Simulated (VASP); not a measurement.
# ScRhC4N4 (P-43m) in VASP: notebook

The runs below take ScRhC4N4 through single point, with PBE.

Program: VASP 6.6.1. These are calculated values, not measurements. Logs are shortened: lines on timing, memory, paths and dates and some standing lists are left out, and cuts for length are marked.

## Step 1: The cell of the first run

Symmetry: P-43m, No. 215, cubic system. The conventional cell has a = 6.004 Å, b = 6.004 Å, c = 6.004 Å, α = 90.00°, β = 90.00°, γ = 90.00°. Within 2.7 Å of Sc (site symmetry -43m) lie 4 C at 2.02 Å. Within 2.7 Å of Rh (site symmetry -43m) lie 4 N at 2.01 Å. Within 1.6 Å of C (site symmetry 3m) lie 1 N at 1.17 Å. Within 1.6 Å of N (site symmetry 3m) lie 1 C at 1.17 Å.

## Step 2: Single point, PBE, collinear spin, ferromagnetic start

Contents of INCAR:

```
SYSTEM = ScRhC4N4
PREC = Accurate
ENCUT = 520
EDIFF = 1E-7
ISMEAR = 0
SIGMA = 0.1
LREAL = .False.
LASPH = .True.
NELM = 150
ALGO = Normal
ISIF = 2
LWAVE = .False.
LCHARG = .True.
ISPIN = 2
MAGMOM = 0 1 0 0 0 0 0 0 0 0
LORBIT = 11
LMAXMIX = 4
GGA = PE
LELF = .True.
LVHAR = .True.
NBANDS = 46
```

Contents of KPOINTS:

```
regular mesh
0
Gamma
  4 4 4
  0 0 0
```

Contents of POSCAR:

```
ScRhC4N4
1.0
    6.0038654500      0.0000000000      0.0000000000
    0.0000000000      6.0038654500      0.0000000000
    0.0000000000      0.0000000000      6.0038654500
Sc Rh C N
1 1 4 4
Direct
    0.0000000000      0.0000000000      0.0000000000
    0.5000000000      0.5000000000      0.5000000000
    0.1944417700      0.1944417700      0.1944417700
    0.1944417700      0.8055582300      0.8055582300
    0.8055582300      0.1944417700      0.8055582300
    0.8055582300      0.8055582300      0.1944417700
    0.3069525900      0.3069525900      0.3069525900
    0.3069525900      0.6930474100      0.6930474100
    0.6930474100      0.3069525900      0.6930474100
    0.6930474100      0.6930474100      0.3069525900
```

Potentials or basis: VASP PAW PBE potentials, release 64 (Sc_sv, Rh_pv, C, N).

On the command line:

```console
$ cat potpaw_PBE.64/Sc_sv/POTCAR potpaw_PBE.64/Rh_pv/POTCAR potpaw_PBE.64/C/POTCAR potpaw_PBE.64/N/POTCAR > POTCAR
$ mpirun -np 1 vasp_std > vasp.out
```

OUTCAR:

```text
SYSTEM = ScRhC4N4
   PREC = Accurate
   ENCUT = 520
   EDIFF = 1E-7
   ISMEAR = 0
   LREAL = .False.
   LASPH = .True.
   NELM = 150
   ISIF = 2
   ISPIN = 2
   LORBIT = 11
   GGA = PE

 ion  position               nearest neighbor table
   1  0.000  0.000  0.000-   3 2.02   4 2.02   5 2.02   6 2.02
   2  0.500  0.500  0.500-   7 2.01   8 2.01   9 2.01  10 2.01
   3  0.194  0.194  0.194-   7 1.17   1 2.02
   4  0.194  0.806  0.806-   8 1.17   1 2.02
   5  0.806  0.194  0.806-   9 1.17   1 2.02
   6  0.806  0.806  0.194-  10 1.17   1 2.02
   7  0.307  0.307  0.307-   3 1.17   2 2.01
   8  0.307  0.693  0.693-   4 1.17   2 2.01
   9  0.693  0.307  0.693-   5 1.17   2 2.01
  10  0.693  0.693  0.307-   6 1.17   2 2.01

  LATTYP: Found a simple cubic cell.
 ALAT       =     6.0038654500

  Lattice vectors:

 A1 = (   6.0038654500,   0.0000000000,   0.0000000000)
 A2 = (   0.0000000000,   6.0038654500,   0.0000000000)
 A3 = (   0.0000000000,   0.0000000000,   6.0038654500)

Analysis of symmetry for initial positions (statically):
=====================================================================
 Subroutine PRICEL returns:
 Original cell was already a primitive cell.

 Routine SETGRP: Setting up the symmetry group for a
 simple cubic supercell.

 Subroutine GETGRP returns: Found 24 space group operations
 (whereof 24 operations were pure point group operations)
 out of a pool of 48 trial point group operations.

The static configuration has the point symmetry T_d .

Analysis of symmetry for dynamics (positions and initial velocities):
=====================================================================
 Subroutine PRICEL returns:
 Original cell was already a primitive cell.

 Routine SETGRP: Setting up the symmetry group for a
 simple cubic supercell.

 Subroutine GETGRP returns: Found 24 space group operations
 (whereof 24 operations were pure point group operations)
 out of a pool of 48 trial point group operations.

The dynamic configuration has the point symmetry T_d .

Analysis of structural, dynamic, and magnetic symmetry:
=====================================================================
 Subroutine PRICEL returns:
 Original cell was already a primitive cell.

 Routine SETGRP: Setting up the symmetry group for a
 simple cubic supercell.

 Subroutine GETGRP returns: Found 24 space group operations
 (whereof 24 operations were pure point group operations)
 out of a pool of 48 trial point group operations.

The overall configuration has the point symmetry T_d .

 Subroutine INISYM returns: Found 24 space group operations
 (whereof 24 operations are pure point group operations),
 and found     1 'primitive' translations

----------------------------------------------------------------------------------------

                                     Primitive cell

  volume of cell :     216.4177

  direct lattice vectors                    reciprocal lattice vectors
     6.003865450  0.000000000  0.000000000     0.166559362  0.000000000  0.000000000
     0.000000000  6.003865450  0.000000000     0.000000000  0.166559362  0.000000000
     0.000000000  0.000000000  6.003865450     0.000000000  0.000000000  0.166559362

  length of vectors
     6.003865450  6.003865450  6.003865450     0.166559362  0.166559362  0.166559362

  position of ions in fractional coordinates (direct lattice)
     0.000000000  0.000000000  0.000000000
     0.500000000  0.500000000  0.500000000
     0.194441770  0.194441770  0.194441770
     0.194441770  0.805558230  0.805558230
     0.805558230  0.194441770  0.805558230
     0.805558230  0.805558230  0.194441770
     0.306952590  0.306952590  0.306952590
     0.306952590  0.693047410  0.693047410
     0.693047410  0.306952590  0.693047410
     0.693047410  0.693047410  0.306952590

  ion indices of the primitive-cell ions
   primitive index   ion index
                 1           1
                 2           2
                 3           3
                 4           4
                 5           5
                 6           6
                 7           7
                 8           8
                 9           9
                10          10

[... 48 lines left out ...]
   ISTART =      0    job   : 0-new  1-cont  2-samecut
   ICHARG =      2    charge: 1-file 2-atom 10-const
   ISPIN  =      2    spin polarized calculation?
   LNONCOLLINEAR =      F non collinear calculations
   LSORBIT =      F    spin-orbit coupling
   LASPH  =      T    aspherical Exc in radial PAW
   ENCUT  =  520.0 eV  38.22 Ry    6.18 a.u.  11.16 11.16 11.16*2*pi/ulx,y,z
   NELM   =    150;   NELMIN=  2; NELMDL= -5     # of ELM steps
   EDIFF  = 0.1E-06   stopping-criterion for ELM
   LREAL  =      F    real-space projection
   EDIFFG = 0.1E-05   stopping-criterion for IOM
   NSW    =      0    number of steps for IOM
   IBRION =     -1    ionic relax: 0-MD 1-quasi-New 2-CG
   NFREE  =      0    steps in history (QN), initial steepest desc. (CG)
   ISIF   =      2    stress and relaxation
   ISYM   =      2    0-nonsym 1-usesym 2-fastsym
   POTIM  = 0.5000    time-step for ionic-motion
   TEBEG  =    0.0;   TEEND  =   0.0 temperature during run
   PSTRESS=    0.0 pullay stress
   NELECT =      62.0000    total number of electrons
   NUPDOWN=      -1.0000    fix difference up-down
   EMIN   =  10.00;   EMAX   =-10.00  energy-range for DOS
   EFERMI =   0.00;   METHOD = LEGACY
   ISMEAR =     0;   SIGMA  =   0.10  broadening in eV -4-tet -1-fermi 0-gaus
   EFERMI_NEDOS =   21; number of points for ismear=-14 and -15
   IALGO  =     38    algorithm
   IMIX   =      4    mixing-type and parameters
     AMIX     =   0.40;   BMIX     =  1.00
     AMIX_MAG =   1.60;   BMIX_MAG =  1.00
  volume/ion in A,a.u.               =      21.64       146.05
  Fermi-wavevector in a.u.,A,eV,Ry     =   1.079215  2.039420 15.846759  1.164704
  Thomas-Fermi vector in A             =   2.215174
   LORBIT       =     11    0 simple, 1 ext, 2 COOP (PROOUT), +10 PAW based schemes
   GGA     = PE    functional components
   LHFCALC =     F    Hartree Fock is set to
   AEXX    =    0.0000 exact exchange contribution
   IVDW    =     0    specifies the selected vdW correction
   LEPSILON=     F    determine dielectric tensor
   LRPA    =     F    only Hartree local field effects (RPA)
 spin polarized calculation
 Gauss-broadening in eV      SIGMA  =   0.10
  energy-cutoff  :      520.00
  volume of cell :      216.42
 maximum number of plane-waves:      5856
 NGX is ok and might be reduce to    48
   NGX = 23   NGY = 23   NGZ = 23

 number of electron      61.9999983 magnetization       2.0000258

 Free energy of the ion-electron system (eV)
  ---------------------------------------------------
  ext. energy  EPLUGINS =         0.00000000
  ---------------------------------------------------
  free energy    TOTEN  =       -78.38847433 eV

  energy without entropy =      -78.35432846  energy(sigma->0) =      -78.37140140

 E-fermi :  -0.0173     XC(G=0):  -7.1295

 val. band max:       -0.0260359470   @ k =   0.5000   0.5000   0.2500
 cond. band min:       0.0101596696   @ k =   0.2500   0.0000   0.0000
 fundamental gap:      0.0361956166
 Fermi energy:        -0.0173409358

 spin component 1

 k-point     1 :       0.0000    0.0000    0.0000
  band No.  band energies     occupation
      1     -48.9181      1.00000
      2     -47.4205      1.00000
      3     -47.4205      1.00000
      4     -47.4205      1.00000
      5     -27.7119      1.00000
      6     -27.7119      1.00000
[... 449 lines left out ...]
     42       6.0042      0.00000
     43       6.0042      0.00000
 Fermi energy:        -0.0173409358

 spin component 2

 k-point     1 :       0.0000    0.0000    0.0000
  band No.  band energies     occupation
      1     -48.9442      1.00000
      2     -46.2369      1.00000
      3     -46.2369      1.00000
      4     -46.2369      1.00000
      5     -27.7389      1.00000
      6     -27.7389      1.00000
[... 449 lines left out ...]
     42       6.1088      0.00000
     43       6.1088      0.00000
 [bands above 43 left out]

------------------------ aborting loop because EDIFF is reached ----------------------------------------

  FORCE on cell =-STRESS in cart. coord.  units (eV):
  Direction    XX          YY          ZZ          XY          YZ          ZX
  --------------------------------------------------------------------------------------
  -------------------------------------------------------------------------------------
  Total       10.7011390     10.7011390     10.7011390      0.0000000     -0.0000000     -0.0000000
  in kB       79.2223524     79.2223524     79.2223524      0.0000000     -0.0000000     -0.0000000
  external PRESSURE =      79.2223524 kB  Pullay stress =       0.0000000 kB

 VOLUME and BASIS-vectors are now :
 -----------------------------------------------------------------------------
  energy-cutoff  :      520.00
  volume of cell :      216.42
      direct lattice vectors                 reciprocal lattice vectors
     6.003865450  0.000000000  0.000000000     0.166559362  0.000000000  0.000000000
     0.000000000  6.003865450  0.000000000     0.000000000  0.166559362  0.000000000
     0.000000000  0.000000000  6.003865450     0.000000000  0.000000000  0.166559362

 POSITION                                       TOTAL-FORCE (eV/Angst)
 -----------------------------------------------------------------------------------
      0.00000      0.00000      0.00000         0.000000     -0.000000      0.000000
      3.00193      3.00193      3.00193         0.000000     -0.000000      0.000000
      1.16740      1.16740      1.16740         1.107271      1.107271      1.107271
      1.16740      4.83646      4.83646         1.107271     -1.107271     -1.107271
      4.83646      1.16740      4.83646        -1.107271      1.107271     -1.107271
      4.83646      4.83646      1.16740        -1.107271     -1.107271      1.107271
      1.84290      1.84290      1.84290         0.492952      0.492952      0.492952
      1.84290      4.16096      4.16096         0.492952     -0.492952     -0.492952
      4.16096      1.84290      4.16096        -0.492952      0.492952     -0.492952
      4.16096      4.16096      1.84290        -0.492952     -0.492952      0.492952
 -----------------------------------------------------------------------------------
    total drift:                                0.000000      0.000000     -0.000000

  FREE ENERGIE OF THE ION-ELECTRON SYSTEM (eV)
  ---------------------------------------------------
  free  energy   TOTEN  =       -78.3884743347 eV

  energy  without entropy=      -78.3543284627  energy(sigma->0) =      -78.37140140

 total charge

# of ion       s       p       d       tot
------------------------------------------
    1        2.321   6.309   1.318   9.948
    2        0.315   6.332   6.979  13.626
    3        0.982   1.680   0.000   2.662
    4        0.982   1.680   0.000   2.662
    5        0.982   1.680   0.000   2.662
    6        0.982   1.680   0.000   2.662
    7        1.307   2.558   0.000   3.866
    8        1.307   2.558   0.000   3.866
    9        1.307   2.558   0.000   3.866
   10        1.307   2.558   0.000   3.866
--------------------------------------------------
tot         11.792  29.594   8.297  49.683

 magnetization (x)

# of ion       s       p       d       tot
------------------------------------------
    1        0.000   0.000  -0.031  -0.030
    2        0.006   0.068   1.401   1.475
    3        0.004   0.032   0.000   0.036
    4        0.004   0.032   0.000   0.036
    5        0.004   0.032   0.000   0.036
    6        0.004   0.032   0.000   0.036
    7        0.011   0.023   0.000   0.035
    8        0.011   0.023   0.000   0.035
    9        0.011   0.023   0.000   0.035
   10        0.011   0.023   0.000   0.035
--------------------------------------------------
tot          0.068   0.290   1.371   1.728
```

Wall time 2.4 min (1 thread of Intel Xeon 6975P-C (Granite Rapids), shared host); peak memory 0.51 GiB.

What came out:

```
Free energy                                           : -78.3885 eV
Pressure                                              : 7.9 GPa
Largest force                                         : 1.918 eV/Å
Band gap on the k mesh                                : zero (filled and empty bands overlap)
Net moment                                            : 2.00 μB per cell
Site moments                                          : Sc -0.03; Rh +1.48; C +0.04; N +0.04 μB
Valence electrons inside the program's atomic spheres : Sc 9.95; Rh 13.63; C 2.66; N 3.87
```

Forces on the atoms (eV/Å):
```
Sc   0.000  0.000  0.000
Rh   0.000  0.000  0.000
C    1.107  1.107  1.107
C    1.107 -1.107 -1.107
C   -1.107  1.107 -1.107
C   -1.107 -1.107  1.107
N    0.493  0.493  0.493
N    0.493 -0.493 -0.493
N   -0.493  0.493 -0.493
N   -0.493 -0.493  0.493
```

Levels at points of the mesh, in eV from the Fermi level:
Spin up:
```tsv
k point	band 28	band 29	band 30	band 31	band 32	band 33	band 34	band 35	band 36	band 37
(0.00, 0.00, 0.00)	-2.15	-2.15	-0.95	-0.95	-0.95	1.45	1.45	1.78	1.78	1.78
(0.50, 0.00, 0.00)	-2.05	-1.85	-1.03	-0.91	-0.91	1.14	1.34	1.95	1.97	1.97
(0.50, 0.50, 0.00)	-1.99	-1.82	-1.05	-0.83	-0.83	1.16	1.35	1.87	1.87	2.21
(0.50, 0.50, 0.50)	-2.07	-2.07	-0.85	-0.85	-0.85	1.46	1.46	1.93	1.93	1.93
```
Spin down:
```
           k point  band 27  band 28  band 29  band 30  band 31  band 32  band 33  band 34
(0.00, 0.00, 0.00)    -4.30    -1.66    -1.66    -0.02    -0.02    -0.02     1.52     1.52
(0.50, 0.00, 0.00)    -4.32    -1.55    -1.32    -0.15     0.08     0.08     1.13     1.60
(0.50, 0.50, 0.00)    -4.37    -1.49    -1.31    -0.18     0.23     0.23     1.15     1.64
(0.50, 0.50, 0.50)    -4.19    -1.59    -1.59     0.17     0.17     0.17     1.52     1.52
```

Caveat: the cell stands under pressure; forces of over 1 eV/Å act on the atoms, so gaps and moduli don't describe the material at rest.

## Step 3: Single point, PBE, collinear spin, ferromagnetic start

This run uses another cell than the first one, of 24.75 Å³/atom.

Contents of INCAR:

```
SYSTEM = ScRhC4N4
ALGO = Normal ; EDIFF = 1E-6
ENCUT = 520 ; GGA = PE
ISIF = 2 ; ISMEAR = 0
ISPIN = 2 ; LASPH = .TRUE.
LCHARG = .FALSE. ; LMAXMIX = 4
LORBIT = 11 ; LREAL = .FALSE.
LWAVE = .FALSE. ; MAGMOM = 0 1 0 0 0 0 0 0 0 0
NBANDS = 46 ; NELM = 150
PREC = Accurate ; SIGMA = 0.1
```

Contents of KPOINTS:

```
k-points
0
G
  4 4 4
  0 0 0
```

Contents of POSCAR:

```
ScRhC4N4
1.0
    6.2782895059      0.0000000000      0.0000000000
    0.0000000000      6.2782895059      0.0000000000
    0.0000000000      0.0000000000      6.2782895059
Sc Rh C N
1 1 4 4
Direct
    0.0000000000      0.0000000000      0.0000000000
    0.5000000000      0.5000000000      0.5000000000
    0.2042296105      0.2042296105      0.2042296105
    0.2042296105      0.7957703895      0.7957703895
    0.7957703895      0.2042296105      0.7957703895
    0.7957703895      0.7957703895      0.2042296105
    0.3122133669      0.3122133669      0.3122133669
    0.3122133669      0.6877866331      0.6877866331
    0.6877866331      0.3122133669      0.6877866331
    0.6877866331      0.6877866331      0.3122133669
```

Potentials or basis: VASP PAW PBE potentials, release 64 (Sc_sv, Rh_pv, C, N).

On the command line:

```console
$ cat potpaw_PBE.64/Sc_sv/POTCAR potpaw_PBE.64/Rh_pv/POTCAR potpaw_PBE.64/C/POTCAR potpaw_PBE.64/N/POTCAR > POTCAR
$ mpirun -np 1 vasp_std > vasp.out
```

Run time: 2.6 min. Hardware: 1 thread of Intel Xeon 6975P-C (Granite Rapids), shared host; peak memory 0.5 GiB.

It converged, with:

```
Free energy                                           : -79.5135 eV
Pressure                                              : 0.3 GPa
Largest force                                         : 0.374 eV/Å
Band gap on the k mesh                                : zero (filled and empty bands overlap)
Net moment                                            : 2.00 μB per cell
Site moments                                          : Sc -0.07; Rh +1.57; C +0.03; N +0.04 μB
Valence electrons inside the program's atomic spheres : Sc 9.38; Rh 13.55; C 2.60; N 3.85
```

Forces in eV/Å, atoms in the order of the input:
```
Sc   0.000  0.000  0.000
Rh   0.000  0.000  0.000
C   -0.189 -0.189 -0.189
C   -0.189  0.189  0.189
C    0.189 -0.189  0.189
C    0.189  0.189 -0.189
N    0.216  0.216  0.216
N    0.216 -0.216 -0.216
N   -0.216  0.216 -0.216
N   -0.216 -0.216  0.216
```

Levels at points of the mesh, in eV from the Fermi level:
Spin up:
| k point | band 28 | band 29 | band 30 | band 31 | band 32 | band 33 | band 34 | band 35 | band 36 | band 37 |
| --- | --- | --- | --- | --- | --- | --- | --- | --- | --- | --- |
| (0.00, 0.00, 0.00) | -2.06 | -2.06 | -1.02 | -1.02 | -1.02 | 0.99 | 0.99 | 1.41 | 1.41 | 1.41 |
| (0.50, 0.00, 0.00) | -1.99 | -1.86 | -1.07 | -0.99 | -0.99 | 0.79 | 0.94 | 1.50 | 1.59 | 1.59 |
| (0.50, 0.50, 0.00) | -1.95 | -1.84 | -1.09 | -0.94 | -0.94 | 0.83 | 0.94 | 1.49 | 1.49 | 1.72 |
| (0.50, 0.50, 0.50) | -1.99 | -1.99 | -0.96 | -0.96 | -0.96 | 1.01 | 1.01 | 1.50 | 1.50 | 1.50 |
Spin down:
| k point | band 26 | band 27 | band 28 | band 29 | band 30 | band 31 | band 32 | band 33 | band 34 | band 35 |
| --- | --- | --- | --- | --- | --- | --- | --- | --- | --- | --- |
| (0.00, 0.00, 0.00) | -4.28 | -4.28 | -1.53 | -1.53 | 0.01 | 0.01 | 0.01 | 0.98 | 0.98 | 1.57 |
| (0.50, 0.00, 0.00) | -4.30 | -4.30 | -1.45 | -1.29 | -0.13 | 0.08 | 0.08 | 0.72 | 1.12 | 1.54 |
| (0.50, 0.50, 0.00) | -4.32 | -4.30 | -1.41 | -1.28 | -0.16 | 0.19 | 0.19 | 0.75 | 1.15 | 1.51 |
| (0.50, 0.50, 0.50) | -4.19 | -4.19 | -1.47 | -1.47 | 0.15 | 0.15 | 0.15 | 0.99 | 0.99 | 1.57 |

The gap in the log of VASP goes by the Fermi energy; the results here count the filled bands.